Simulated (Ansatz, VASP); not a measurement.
One calculation of TaN, two programs

File INCAR:

```
PREC = Accurate
ENCUT = 520
EDIFF = 1E-6
ISMEAR = 0
SIGMA = 0.05
LREAL = F
LASPH = T
NELM = 60
ALGO = Normal
ISIF = 2
LWAVE = F
LCHARG = F
LMAXMIX = 4
LDAU = T
LDAUTYPE = 2
LDAUL = 2 -1
LDAUU = 5 0
LDAUJ = 0 0
LDAUPRINT = 1
METAGGA = R2SCAN
LMIXTAU = T
NBANDS = 15
```

The input KPOINTS:

```
Automatic mesh
0
Gamma
  7 7 7
```

File POSCAR:

```
TaN
1.0
    0.0000000000      2.4911437700      2.4911437700
    2.4911437700      0.0000000000      2.4911437700
    2.4911437700      2.4911437700      0.0000000000
Ta N
1 1
Direct
    0.0000000000      0.0000000000      0.0000000000
    0.2500000000      0.2500000000      0.2500000000
```

input.yaml

```yaml
crystal:
  lattice:
    - [0.0, 2.49114377, 2.49114377]
    - [2.49114377, 0.0, 2.49114377]
    - [2.49114377, 2.49114377, 0.0]
  atoms:
    - { symbol: Ta, position: [0.0, 0.0, 0.0] }
    - { symbol: "N", position: [0.25, 0.25, 0.25] }
hamiltonian:
  xc: r2scan
  pseudopotentials: { kind: paw }
  hubbard: { sites: [{ species: Ta, l: d, u_eff: 5.0 }] }
kpoints:
  mp_grid: { grid: [7, 7, 7] }
scf:
  occupations: { method: gaussian, width: 0.05 }
output:
  forces: true
  stress: true
  eigenvalues: true
```

Alike in both runs: task single point; functional r2SCAN; k mesh 7 × 7 × 7; occupations gaussian, width 0.05 eV; no spin polarisation; Hubbard terms Ta d U = 5 eV.

|  | VASP | Ansatz |
| --- | --- | --- |
| version | VASP 6.6.1 | Ansatz 0.2.0 |
| potentials or method | VASP PAW PBE potentials, release 64 (Ta_pv, N) | Ansatz PAW |
| plane-wave cutoff (eV) | 520 | 500 |
| valence electrons in the cell | 16 | 18 |

```csv
,VASP,Ansatz,Ansatz less VASP
gap on the k mesh at the Fermi level (eV),none,none,-
pressure (GPa),-21.2,-23.6,-2.48
```

VASP's potentials were made for PBE, not for r2SCAN. The programs project onto different local orbitals, so the same U acts differently, and such runs can settle in different states. A gap of «none» marks a metal or a gap that the smearing closes. VASP's potentials hold 16 valence electrons a cell and Ansatz's 18, so a difference there can come from the potentials and not from the codes.

Neither program's run includes spin-orbit coupling.
